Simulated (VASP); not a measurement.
Input of a VASP 6.6.1 run:

Contents of POSCAR:

```
Ge
1.0
    0.0000000000      2.8099234548      2.8099234548
    2.8099234548      0.0000000000      2.8099234548
    2.8099234548      2.8099234548      0.0000000000
Ge
2
Direct
    0.7500000000      0.7500000000      0.7500000000
    0.5000000000      0.5000000000      0.5000000000
```

The input INCAR.step1:

```
PREC = Accurate
ENCUT = 520
ISMEAR = -1
SIGMA = 0.05
LREAL = False
LASPH = True
NELM = 60
NBANDS = 21
GGA = PE
ALGO = Normal
EDIFF = 1E-4
LWAVE = True
LCHARG = False
```

Contents of INCAR.step2:

```
PREC = Accurate
ENCUT = 520
EDIFF = 1E-6
ISMEAR = -1
SIGMA = 0.05
LREAL = False
LASPH = True
NELM = 60
ALGO = Normal
ISIF = 2
LWAVE = False
LCHARG = False
METAGGA = R2SCAN
LMIXTAU = True
NBANDS = 21
ISTART = 1
```

The input KPOINTS:

```
Automatic mesh
0
Gamma
  8 8 8
```

Potentials or basis: VASP PAW PBE potentials, release 64 (Ge_d).

Command:

```bash
$ cat potpaw_PBE.64/Ge_d/POTCAR > POTCAR
$ cp INCAR.step1 INCAR
$ mpirun -np 1 vasp_std > vasp.out
$ cp INCAR.step2 INCAR
$ mpirun -np 1 vasp_std > vasp.out
```

Question: Predict the band gap on the k mesh.

Answer: 0.51 eV, indirect (least direct gap 0.60 eV).

Question: Estimate the pressure.

Answer: 2.3 GPa.

Caveat: the PAW data sets were made with another functional, which shifts forces and pressure a little.

**Measured values to compare with.**

From “Temperature-dependent photoluminescence in Ge: experiment and theory”, 2020, arxiv:2003.00143, for a bulk crystal of Ge at 0 K: band gap 0.744 eV (indirect).

A measured gap of Ge is 0.744 eV (indirect; 0 K; “Temperature-dependent photoluminescence in Ge: experiment and theory”, 2020, arxiv:2003.00143); the calculated 0.51 eV misses it by -0.23 eV. 2 values of this kind are on record (0.666 to 0.744 eV); this one was drawn at random. Spin-orbit coupling on Ge is left out. The value is that of r2SCAN on a finite k mesh, which can miss the band edges, without temperature or zero-point motion.
